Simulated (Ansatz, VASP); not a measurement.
**NaCl: VASP beside Ansatz**

Contents of INCAR:

```
ALGO = Normal
EDIFF = 1E-6
ENCUT = 520
GGA = PE
ISIF = 2
ISMEAR = 0
LASPH = True
LCHARG = True
LELF = True
LREAL = False
LVHAR = True
LWAVE = False
NBANDS = 14
NELM = 100
PREC = Accurate
SIGMA = 0.02
```

Contents of KPOINTS:

```
k-points
0
Gamma
  6 6 6
```

POSCAR

```
NaCl
1.0
    0.0000000000      2.8100000000      2.8100000000
    2.8100000000      0.0000000000      2.8100000000
    2.8100000000      2.8100000000      0.0000000000
Na Cl
1 1
Direct
    0.0000000000      0.0000000000      0.0000000000
    0.5000000000      0.5000000000      0.5000000000
```

Input for Ansatz:

```yaml
crystal:
  lattice:
    - [0.0, 2.81, 2.81]
    - [2.81, 0.0, 2.81]
    - [2.81, 2.81, 0.0]
  atoms:
    - { symbol: Na, position: [0.0, 0.0, 0.0] }
    - { symbol: Cl, position: [0.5, 0.5, 0.5] }
basis:
  ecutwfc: 650
kpoints:
  mp_grid: { grid: [6, 6, 6] }
hamiltonian:
  xc: pbe
scf:
  occupations: { method: gaussian, width: 0.02 }
output:
  forces: true
  stress: true
  eigenvalues: true
```

Alike in both runs: task single point; functional PBE; k mesh 6 × 6 × 6; occupations gaussian, width 0.02 eV; no spin polarisation.

|  | VASP | Ansatz |
| --- | --- | --- |
| version | VASP 6.6.1 | Ansatz 0.2.0 |
| potentials or method | VASP PAW PBE potentials, release 64 (Na_pv, Cl), cutoff 520 eV | scalar-relativistic, plane waves, PAW |
| valence electrons in the cell | 14 | 16 |

```tsv
	VASP	Ansatz	Ansatz less VASP
gap on the k mesh at the Fermi level (eV)	5.15	5.15	+0.001
least direct gap on the mesh (eV)	5.15	5.15	+0.001
pressure (GPa)	1.0	1.0	+0.03
```

With one functional, cell and mesh, what is left measures potentials, basis and numerics. VASP's potentials hold 14 valence electrons a cell and Ansatz's 16, so a difference there can come from the potentials and not from the codes.
